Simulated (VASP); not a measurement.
NiO: single point with PBE

NiO:

```
CELL_PARAMETERS angstrom
-2.09993 -2.09993 -4.19986
2.09993 -2.09993 0.00000
-2.09993 -2.09993 0.00000
ATOMIC_POSITIONS crystal
Ni 0.00000 0.00000 0.00000
Ni 0.50000 0.50000 0.00000
O 0.00000 0.50000 0.50000
O 0.50000 0.00000 0.50000
```

```json
{"Program": "VASP 6.6.1", "Task": "single point", "Functional": "PBE", "Potentials or basis": "VASP PAW PBE potentials, release 64 (Ni, O)", "Cutoff": "520 eV", "k mesh": "5 × 8 × 9", "Occupations": "fermi-dirac, width 0.03 eV", "Spin": "collinear spin, ferromagnetic start", "Starting moments": "[2.0, 2.0, 0.0, 0.0] μB", "Dipole correction": "no", "Further INCAR settings": "ALGO = Normal; EDIFF = 1e-06; NBANDS = 28; ISYM = 0"}
```

```json
{
  "Pressure": "1.9 GPa",
  "Net moment": "3.56 μB per cell",
  "Site moments": "Ni +1.46; O +0.28 μB",
  "Valence electrons inside the program's atomic spheres": "Ni 8.95; O 4.97"
}
```

Stress tensor (GPa, compression positive):
```
 1.99 -0.09  0.00
-0.09  1.99  0.00
 0.00  0.00  1.81
```

Levels at points of the mesh, in eV from the Fermi level:
Spin up:
```tsv
k point	band 16	band 17	band 18	band 19	band 20	band 21
(0.00, 0.00, 0.00)	-2.28	-1.67	-1.67	1.44	6.02	10.46
(0.00, 0.50, 0.00)	-1.46	0.09	0.09	6.91	6.91	10.77
```
Spin down:
| k point | band 11 | band 12 | band 13 | band 14 | band 15 | band 16 | band 17 | band 18 |
| --- | --- | --- | --- | --- | --- | --- | --- | --- |
| (0.00, 0.00, 0.00) | -1.81 | -1.81 | -0.76 | -0.76 | -0.57 | -0.56 | -0.14 | 0.35 |
| (0.00, 0.50, 0.00) | -0.83 | -0.83 | -0.63 | -0.63 | 0.27 | 0.27 | 2.15 | 2.15 |

It took 10 min on 1 thread of Intel Xeon 8259CL, on a shared host, peak memory 0.37 GiB.

Caveat: semilocal functionals often make such compounds metallic where correlation or magnetic order opens a gap, which also shifts bond lengths. With open d or f shells a metallic result of PBE can be an artefact of self-interaction; +U or a hybrid may open a gap.
